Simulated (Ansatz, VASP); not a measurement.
**One calculation of Li2O, two programs**

Contents of POSCAR:

```
Li2O
1.0
    2.2978729215      2.2978729215      0.0000000000
   -2.2978729215      2.2978729215      0.0000000000
    0.0000000000      2.2978729215      2.2842060564
Li O
2 1
Direct
    0.2500000000      0.7500000000      0.5000000000
    0.7500000000      0.2500000000      0.5000000000
    0.0000000000      0.0000000000      0.0000000000
```

INCAR.step1

```
SYSTEM = Li2O
  ALGO = Normal
  EDIFF = 1E-5
  ENCUT = 830
  GGA = PE
  GGA_COMPAT = .FALSE.
  ISMEAR = 0
  LASPH = .TRUE.
  LCHARG = .FALSE.
  LREAL = .FALSE.
  LWAVE = .TRUE.
  NBANDS = 13
  NELM = 120
  PREC = Accurate
  SIGMA = 0.01
```

File INCAR.step2:

```
SYSTEM = Li2O
  ALGO = Normal
  EDIFF = 1E-6
  ENCUT = 830
  GGA_COMPAT = .FALSE.
  ISIF = 2
  ISMEAR = 0
  ISTART = 1
  LASPH = .TRUE.
  LCHARG = .FALSE.
  LMIXTAU = .TRUE.
  LREAL = .FALSE.
  LWAVE = .FALSE.
  METAGGA = R2SCAN
  NBANDS = 13
  NELM = 120
  PREC = Accurate
  SIGMA = 0.01
```

Contents of KPOINTS:

```
k-points
0
G
  8 8 8
  0 0 0
```

Input for Ansatz:

```yaml
crystal:
  lattice:
    - [2.29787292148, 2.29787292148, 0.0]
    - [-2.29787292148, 2.29787292148, 0.0]
    - [0.0, 2.29787292148, 2.28420605643]
  atoms:
    - { symbol: Li, position: [0.25, 0.75, 0.5] }
    - { symbol: Li, position: [0.75, 0.25, 0.5] }
    - { symbol: O, position: [0.0, 0.0, 0.0] }
kpoints:
  mp_grid: { grid: [8, 8, 8] }
scf:
  occupations: { method: fixed }
  convergence: { dr2_threshold: 1.0e-10 }
hamiltonian:
  xc: r2scan
  pseudopotentials: { kind: paw }
output:
  forces: true
  stress: true
  eigenstates:
    kpoints:
      - [0.0, 0.0, 0.0]
      - [-0.5, 0.5, 0.0]
      - [-0.5, -0.5, -0.5]
      - [0.0, 0.0, -0.5]
      - [0.0, -0.5, -0.5]
      - [0.0, 0.5, 0.0]
      - [-0.5, 0.0, 0.0]
      - [-0.5, 0.0, -0.5]
  eigenvalues: true
```

Change from the starting cell: film at in-plane strain +0.005.

Alike in both runs: task single point; functional r2SCAN; k mesh 8 × 8 × 8; no spin polarisation.

|  | VASP | Ansatz |
| --- | --- | --- |
| version | VASP 6.6.1 | Ansatz 0.2.0 |
| potentials or method | VASP PAW PBE potentials, release 64 (Li_sv, O) | PAW with Ansatz's default frozen-core files, scalar-relativistic |
| plane-wave cutoff (eV) | 830 | 500 |
| occupations | gaussian, width 0.01 eV | fixed |
| valence electrons in the cell | 12 | 12 |

VASP gave:

```
gap on the k mesh at the Fermi level (eV)                     : 5.69
pressure (GPa)                                                : -0.9
traceless stress, the component that is largest in VASP (GPa) : 0.80
```

Problem. What did Ansatz give for the same quantities?

Solution. gap on the k mesh at the Fermi level (eV): 5.72; pressure (GPa): -0.8; traceless stress, the component that is largest in VASP (GPa): 0.78.

VASP's potentials were made for PBE, not for r2SCAN.
